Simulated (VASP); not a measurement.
Write the native input for VASP 6.6.1 that does the following.

```yaml
Task: single point
Functional: PBE
Potentials_or_basis: VASP PAW PBE potentials, release 64 (Zr_sv, Hf_pv, Se)
Cutoff: 520 eV
k_mesh: 6 × 6 × 4
Occupations: gaussian, width 0.1 eV
Spin: no spin polarisation
Dipole_correction: no
Further_INCAR_settings: ALGO = Normal; EDIFF = 1e-06; NBANDS = 32
```

The structure of HfZrSe4 lies in POSCAR:

```
HfZrSe4
1.0
    4.7480099226      0.0000000000      0.0000000000
   -2.3740049613      4.1118972104      0.0000000000
    0.0000000000      0.0000000000      6.2880503812
Zr Hf Se
1 1 4
Direct
    0.0000000000      0.0000000000      0.5000000000
    0.0000000000      0.0000000000      0.0000000000
    0.3333333333      0.6666666667      0.7499755488
    0.3333333333      0.6666666667      0.2500244512
    0.6666666667      0.3333333333      0.7499755488
    0.6666666667      0.3333333333      0.2500244512
```

These files were run (other wordings do the same):

INCAR

```
SYSTEM = HfZrSe4
PREC = Accurate
ENCUT = 520
EDIFF = 1E-6
ISMEAR = 0
SIGMA = 0.1
LREAL = .FALSE.
LASPH = .TRUE.
NELM = 60
ALGO = Normal
ISIF = 2
LWAVE = .FALSE.
LCHARG = .FALSE.
GGA = PE
NBANDS = 32
```

KPOINTS

```
Automatic mesh
0
G
  6 6 4
  0 0 0
```

Potentials or basis: VASP PAW PBE potentials, release 64 (Zr_sv, Hf_pv, Se).

The run is started by

```sh
$ cat potpaw_PBE.64/Zr_sv/POTCAR potpaw_PBE.64/Hf_pv/POTCAR potpaw_PBE.64/Se/POTCAR > POTCAR
$ mpirun -np 1 vasp_std > vasp.out
```

It gave:

The pressure is -0.2 GPa, the largest force is 0.013 eV/Å and the band gap on the k mesh is zero (band 23 reaches 7.61 eV, above the bottom of band 24 at 6.69 eV).

Caveat: spin-orbit coupling is left out, which moves the levels of the heavy elements.

Wall time 51 s on 1 thread of AMD EPYC 9R45 (Zen 5) (shared host), peak memory 0.25 GiB.
